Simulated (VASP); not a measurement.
Set up this calculation in VASP 6.6.1, as the native input.

* Task: single point
* Functional: PBE
* Potentials or basis: VASP PAW PBE potentials, release 64 (Hf_pv, B)
* Cutoff: 520 eV
* k mesh: 10 × 10 × 8
* Occupations: fermi-dirac, width 0.05 eV
* Spin: no spin polarisation
* Dipole correction: no
* Further INCAR settings: ALGO = Normal; EDIFF = 1e-07; NBANDS = 15

The structure of HfB2 lies in POSCAR:

```
HfB2
1.0
    3.0768344725      0.0000000000      0.0000000000
   -1.5384172362      2.6646168164      0.0000000000
    0.0000000000      0.0000000000      3.3972426309
Hf B
1 2
Direct
    0.0000000000      0.0000000000      0.0000000000
    0.6666666667      0.3333333333      0.5000000000
    0.3333333333      0.6666666667      0.5000000000
```

These files were run (other wordings do the same):

INCAR

```
SYSTEM = HfB2
  PREC = Accurate
  ENCUT = 520
  EDIFF = 1E-7
  ISMEAR = -1
  SIGMA = 0.05
  LREAL = .FALSE.
  LASPH = .TRUE.
  NELM = 60
  ALGO = Normal
  ISIF = 2
  LWAVE = .FALSE.
  LCHARG = .TRUE.
  GGA = PE
  LELF = .TRUE.
  LVHAR = .TRUE.
  NBANDS = 15
```

KPOINTS

```
regular mesh
0
G
  10 10 8
  0 0 0
```

Potentials or basis: VASP PAW PBE potentials, release 64 (Hf_pv, B).

Command:

```sh
$ cat potpaw_PBE.64/Hf_pv/POTCAR potpaw_PBE.64/B/POTCAR > POTCAR
$ mpirun -np 1 vasp_std > vasp.out
```

Results of the run:

| Quantity | Value |
| --- | --- |
| Pressure | 19.8 GPa |
| Band gap on the k mesh | zero (band 8 reaches 8.78 eV, above the bottom of band 9 at 7.92 eV) |

Caveat: spin-orbit coupling is left out, which moves the levels of the heavy elements.

It took 31 s on 1 thread of AMD EPYC 7R43 64-Core Processor (Zen 3) (shared host), peak memory 0.12 GiB.
